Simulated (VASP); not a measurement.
SiNi2, 3 atoms in the cell. It takes space group P4mm (No. 99, tetragonal). Conventional cell: a = 2.577 Å, b = 2.577 Å, c = 5.468 Å, α = 90.00°, β = 90.00°, γ = 90.00°. Si (site symmetry 4mm) has 5 Ni at 2.20 to 2.35 Å and 4 Si at 2.58 Å within 2.9 Å. Within 2.9 Å of Ni (site symmetry 4mm) lie 1 Si at 2.20 Å and 8 Ni at 2.54 to 2.58 Å. Within 3.1 Å of Ni (site symmetry 4mm) lie 4 Si at 2.35 Å and 8 Ni at 2.54 to 2.58 Å. The cell was generated, and may not be a known phase.

| Quantity | Value |
| --- | --- |
| Program | VASP 6.6.1 |
| Task | single point |
| Functional | PBE |
| Potentials or basis | VASP PAW PBE potentials, release 64 (Si, Ni) |
| Cutoff | 600 eV |
| k mesh | 18 × 18 × 8 |
| Occupations | gaussian, width 0.1 eV |
| Spin | no spin polarisation |
| Dipole correction | no |
| Further INCAR settings | ALGO = Normal; EDIFF = 1e-06; NBANDS = 19 |

Potentials or basis: VASP PAW PBE potentials, release 64 (Si, Ni).

The run is started by

```console
$ cat potpaw_PBE.64/Si/POTCAR potpaw_PBE.64/Ni/POTCAR > POTCAR
$ mpirun -np 1 vasp_std > vasp.out
```

Hardware: 1 thread of Intel(R) Xeon(R) 6975P-C (Granite Rapids) (shared host).

Task: How long does it take, and how much memory?

Result: Wall time 78 s on 1 thread of Intel(R) Xeon(R) 6975P-C (Granite Rapids), on a shared host, peak memory 0.33 GiB. Counts: scf iterations 14, k points 275.
